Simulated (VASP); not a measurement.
# Sn (Fd-3m) in VASP: a series of runs

The runs below take Sn through vibrations by perturbation theory, elastic constants, electric field gradients, single point, with PBEsol, RPBE+D4, LDA.

Everything below comes from runs of VASP 6.6.1. Logs are shortened: lines on timing, memory, paths and dates and some standing lists are left out, and cuts for length are marked.

### 1 The cell of the first run

The structure is cubic, space group Fd-3m (No. 227). The conventional cell has a = 6.467 Å, b = 6.467 Å, c = 6.467 Å, α = 90.00°, β = 90.00°, γ = 90.00°. Sn (site symmetry -43m) has 4 Sn at 2.80 Å within 3.7 Å.

This isn't the form of Sn at room conditions, which is tetragonal (white tin).

### 2 Vibrations by perturbation theory, PBEsol

File INCAR:

```
SYSTEM = Sn
  ALGO = Normal
  EDIFF = 1E-8
  ENCUT = 500
  GGA = PS
  GGA_COMPAT = .False.
  IBRION = 8
  ISIF = 2
  ISMEAR = -1
  LASPH = .True.
  LCHARG = .False.
  LREAL = .False.
  LWAVE = .False.
  NBANDS = 21
  NELM = 120
  NSW = 1
  PREC = Accurate
  SIGMA = 0.05
```

File KPOINTS:

```
k-points
0
Gamma
  5 5 5
  0 0 0
```

File POSCAR:

```
Sn
1.0
    0.0000000000      3.2333428000      3.2333428000
    3.2333428000      0.0000000000      3.2333428000
    3.2333428000      3.2333428000      0.0000000000
Sn
2
Direct
    0.7500000000      0.7500000000      0.7500000000
    0.5000000000      0.5000000000      0.5000000000
```

Potentials or basis: VASP PAW PBE potentials, release 64 (Sn_d).

On the command line:

```
$ cat potpaw_PBE.64/Sn_d/POTCAR > POTCAR
$ mpirun -np 1 vasp_std > vasp.out
```

OUTCAR:

```text
SYSTEM = Sn
   EDIFF = 1E-8
   ENCUT = 500
   GGA = PS
   IBRION = 8
   ISIF = 2
   ISMEAR = -1
   LASPH = .True.
   LREAL = .False.
   NELM = 120
   NSW = 1
   PREC = Accurate

 ion  position               nearest neighbor table
   1  0.750  0.750  0.750-   2 2.80   2 2.80   2 2.80   2 2.80
   2  0.500  0.500  0.500-   1 2.80   1 2.80   1 2.80   1 2.80

  LATTYP: Found a face centered cubic cell.
 ALAT       =     6.4666856000

  Lattice vectors:

 A1 = (   0.0000000000,   3.2333428000,   3.2333428000)
 A2 = (   3.2333428000,   0.0000000000,   3.2333428000)
 A3 = (   3.2333428000,   3.2333428000,   0.0000000000)

Analysis of symmetry for initial positions (statically):
=====================================================================
 Subroutine PRICEL returns:
 Original cell was already a primitive cell.

 Routine SETGRP: Setting up the symmetry group for a
 face centered cubic supercell.

 Subroutine GETGRP returns: Found 48 space group operations
 (whereof 24 operations were pure point group operations)
 out of a pool of 48 trial point group operations.

The static configuration has the point symmetry T_d .
 The point group associated with its full space group is O_h .

Analysis of symmetry for dynamics (positions and initial velocities):
=====================================================================
 Subroutine PRICEL returns:
 Original cell was already a primitive cell.

 Routine SETGRP: Setting up the symmetry group for a
 face centered cubic supercell.

 Subroutine GETGRP returns: Found 48 space group operations
 (whereof 24 operations were pure point group operations)
 out of a pool of 48 trial point group operations.

The dynamic configuration has the point symmetry T_d .
 The point group associated with its full space group is O_h .

 Subroutine INISYM returns: Found 48 space group operations
 (whereof 24 operations are pure point group operations),
[... 383 lines left out ...]
  -------------------------------------------------------------------------------------
  Total        0.7134016      0.7134016      0.7134016      0.0000000      0.0000000     -0.0000000
  in kB       16.9067220     16.9067220     16.9067220      0.0000000      0.0000000     -0.0000000
  external PRESSURE =      16.9067220 kB  Pullay stress =       0.0000000 kB

 VOLUME and BASIS-vectors are now :
 -----------------------------------------------------------------------------
  energy-cutoff  :      500.00
  volume of cell :       67.61
      direct lattice vectors                 reciprocal lattice vectors
     0.000000000  3.233342800  3.233342800    -0.154638723  0.154638723  0.154638723
     3.233342800  0.000000000  3.233342800     0.154638723 -0.154638723  0.154638723
     3.233342800  3.233342800  0.000000000     0.154638723  0.154638723 -0.154638723

 POSITION                                       TOTAL-FORCE (eV/Angst)
 -----------------------------------------------------------------------------------
      4.85001      4.85001      4.85001        -0.000000      0.000000     -0.000000
      3.23334      3.23334      3.23334         0.000000     -0.000000      0.000000
 -----------------------------------------------------------------------------------
    total drift:                                0.000000      0.000000      0.000000

  FREE ENERGIE OF THE ION-ELECTRON SYSTEM (eV)
  ---------------------------------------------------
  free  energy   TOTEN  =        -8.3751495179 eV

  energy  without entropy=       -8.3711145862  energy(sigma->0) =       -8.37313205

[... ionic steps 2 to 3 ...]

--------------------------------------- Ionic step        4  -------------------------------------------

 Free energy of the ion-electron system (eV)
  ---------------------------------------------------
  ---------------------------------------------------
  free energy    TOTEN  =        -0.22082317 eV

  energy without entropy =       -0.22082317

------------------------ aborting loop because EDIFF is reached ----------------------------------------

 INTERNAL STRAIN TENSOR  FOR ION    1  DIRECTION 1   (eV/Angst):
 -----------------------------------------------------------------------------
     0.02460  0.00000  0.00000
     0.00000 -0.01070-10.24488
    -0.00000-10.24488 -0.01070

 INTERNAL STRAIN TENSOR FOR ION    2 for displacements in x,y,z  (eV/Angst):
          X           Y           Z          XY          YZ          ZX
  --------------------------------------------------------------------------------
  x     0.00000     0.00000     0.00000     0.00000    10.24488     0.00000
  y     0.00000     0.00000    -0.00000     0.00000     0.00000    10.24488
  z    -0.00000     0.00000     0.00000    10.24488     0.00000     0.00000

 SECOND DERIVATIVES (NOT SYMMETRIZED)
 ------------------------------------
               1X          1Y          1Z          2X          2Y          2Z
  1X    -7.554931    0.000000    0.000000    7.554931    0.000000    0.000000
  1Y     0.000000   -7.554931    0.000000    0.000000    7.554931    0.000000
  1Z     0.000000    0.000000   -7.554931    0.000000    0.000000    7.554931
  2X     7.554931    0.000000    0.000000   -7.554931    0.000000    0.000000
  2Y     0.000000    7.554931    0.000000    0.000000   -7.554931    0.000000
  2Z     0.000000    0.000000    7.554931    0.000000    0.000000   -7.554931

 Eigenvectors and eigenvalues of the dynamical matrix
 ----------------------------------------------------

   1 f  =    5.577471 THz    35.044285 2PiTHz  186.044410 cm-1    23.066557 meV
             X         Y         Z           dx          dy          dz
      4.850014  4.850014  4.850014     0.000000   -0.707107    0.000000
      3.233343  3.233343  3.233343     0.000000    0.707107    0.000000
[... 21 lines left out ...]
   6 f  =    0.000000 THz     0.000000 2PiTHz    0.000000 cm-1     0.000000 meV
             X         Y         Z           dx          dy          dz
      4.850014  4.850014  4.850014     0.000000    0.000000    0.707107
      3.233343  3.233343  3.233343     0.000000    0.000000    0.707107

--------------------------------------------------------------------------------------------------------

 ELASTIC MODULI CONTR FROM IONIC RELAXATION (kBar)
 Direction    XX          YY          ZZ          XY          YZ          ZX
 --------------------------------------------------------------------------------
 XX          -0.0000     -0.0000     -0.0000      0.0000     -0.0000     -0.0000
 YY          -0.0000     -0.0000     -0.0000     -0.0000     -0.0000     -0.0000
 ZZ          -0.0000     -0.0000     -0.0000     -0.0000     -0.0000      0.0000
 XY           0.0000     -0.0000     -0.0000   -329.2370     -0.0000     -0.0000
 YZ          -0.0000     -0.0000     -0.0000     -0.0000   -329.2370     -0.0000
 ZX          -0.0000     -0.0000      0.0000     -0.0000     -0.0000   -329.2370
 --------------------------------------------------------------------------------
```

OSZICAR:

```text
N       E                     dE             d eps       ncg     rms          rms(c)
DAV:   1     0.221352098745E+03    0.22135E+03   -0.14517E+04   425   0.189E+03
DAV:   2     0.147762985415E+02   -0.20658E+03   -0.20319E+03   420   0.426E+02
DAV:   3    -0.775249415753E+01   -0.22529E+02   -0.22400E+02   495   0.136E+02
DAV:   4    -0.846295975598E+01   -0.71047E+00   -0.71018E+00   480   0.272E+01
DAV:   5    -0.848768538807E+01   -0.24726E-01   -0.24725E-01   594   0.494E+00    0.337E+00
[... 24 lines left out ...]
RMM:   9    -0.220822727406E+00    0.17777E-05   -0.35335E-07  2107   0.469E-04    0.447E-05
RMM:  10    -0.220823222617E+00   -0.49521E-06   -0.26463E-07  2221   0.224E-04    0.250E-05
RMM:  11    -0.220823203312E+00    0.19305E-07    0.34764E-08  2204   0.136E-04    0.100E-05
RMM:  12    -0.220823181127E+00    0.22185E-07    0.13699E-07  2331   0.988E-05    0.504E-06
RMM:  13    -0.220823172216E+00    0.89110E-08    0.87434E-08  2315   0.823E-05    0.205E-06
 Linear response finished
```

stdout:

```text
POSCAR found type information on POSCAR Sn
 POSCAR found :  1 types and       2 ions
 scaLAPACK will be used
 -----------------------------------------------------------------------------
|                                                                             |
|                                                                             |
|     You enforced a specific xc type in the INCAR file but a different       |
|     I HOPE YOU KNOW WHAT YOU ARE DOING!                                     |
|                                                                             |
 -----------------------------------------------------------------------------

 LDA part: xc-table for (Slater+PW92), standard interpolation
 POSCAR, INCAR and KPOINTS ok, starting setup
 FFT: planning ... GRIDC
 FFT: planning ... GRID_SOFT
 FFT: planning ... GRID
 WAVECAR not read
 entering main loop
 Linear response reoptimize wavefunctions to high precision
 Linear response DOF=           1
 Linear response progress:
 first order change of Fermi-energy   0.76392E-04
 force on displaced ion       1 direction 1 :  -7.555  -0.000  -0.000
 Linear response finished
```

It took 2.1 min on 1 thread of Intel Xeon 8259CL, shared host; peak memory 0.27 GiB.

Results:

| Property | Result |
| --- | --- |
| Highest phonon frequency at Γ | 186 cm⁻¹ |

Phonon frequencies in cm⁻¹ (negative: imaginary):
```tsv
q point	frequencies
(0.000, 0.000, 0.000)	0 0 0 186 186 186
```

Caveat: the cell stands under pressure or tension, which shifts response properties; the PAW data sets were made with another functional, which shifts forces and pressure a little; spin-orbit coupling is left out, which moves the levels of the heavy elements.

### 3 Elastic constants, PBEsol

File INCAR:

```
PREC     = Accurate       # precision mode
ENCUT    = 600            # plane-wave cutoff, eV
EDIFF    = 1E-8           # SCF threshold, eV
ISMEAR   = -1             # smearing method
SIGMA    = 0.05           # smearing width, eV
LREAL    = F              # projectors in reciprocal space
LASPH    = T              # aspherical terms in the spheres
NELM     = 100            # most SCF steps
ALGO     = Normal         # electronic algorithm
ISIF     = 3              # what is computed and relaxed
LWAVE    = F              # write WAVECAR
LCHARG   = F              # write CHGCAR
GGA      = PS             # functional
NBANDS   = 21             # bands
IBRION   = 6              # ionic algorithm
NFREE    = 2            
POTIM    = 0.015          # step
NSW      = 1              # ionic steps
```

File KPOINTS:

```
Automatic mesh
0
Gamma
  5 5 5
```

POSCAR is that of step 2.

Potentials or basis: VASP PAW PBE potentials, release 64 (Sn_d).

On the command line:

```
$ cat potpaw_PBE.64/Sn_d/POTCAR > POTCAR
$ mpirun -np 1 vasp_std > vasp.out
```

Run time: 20 min. Hardware: 1 thread of Intel Xeon 8259CL, shared host; peak memory 0.3 GiB.

Results (log left out):

| Property | Result |
| --- | --- |
| Elastic constants C11, C12, C44 | 68, 38, 9 GPa |
| Voigt bulk modulus | 48 GPa |
| Highest phonon frequency at Γ | 186 cm⁻¹ |

Phonon frequencies in cm⁻¹ (negative: imaginary):
```tsv
q point	frequencies
(0.000, 0.000, 0.000)	0 0 0 186 186 186
```

Elastic tensor in Voigt notation (GPa, in the Cartesian axes of the cell as first typed):
```
68 38 38  0  0  0
38 68 38  0  0  0
38 38 68  0  0  0
 0  0  0  9  0  0
 0  0  0  0  9  0
 0  0  0  0  0  9
```

Clamped-ion elastic tensor (GPa):
```
68 38 38  0  0  0
38 68 38  0  0  0
38 38 68  0  0  0
 0  0  0 44  0  0
 0  0  0  0 44  0
 0  0  0  0  0 44
```

Caveat: the cell is under stress, which shifts elastic constants; the PAW data sets were made with another functional, which shifts forces and pressure a little; spin-orbit coupling is left out, which moves the levels of the heavy elements.

(Continued in part 2 of 2.)
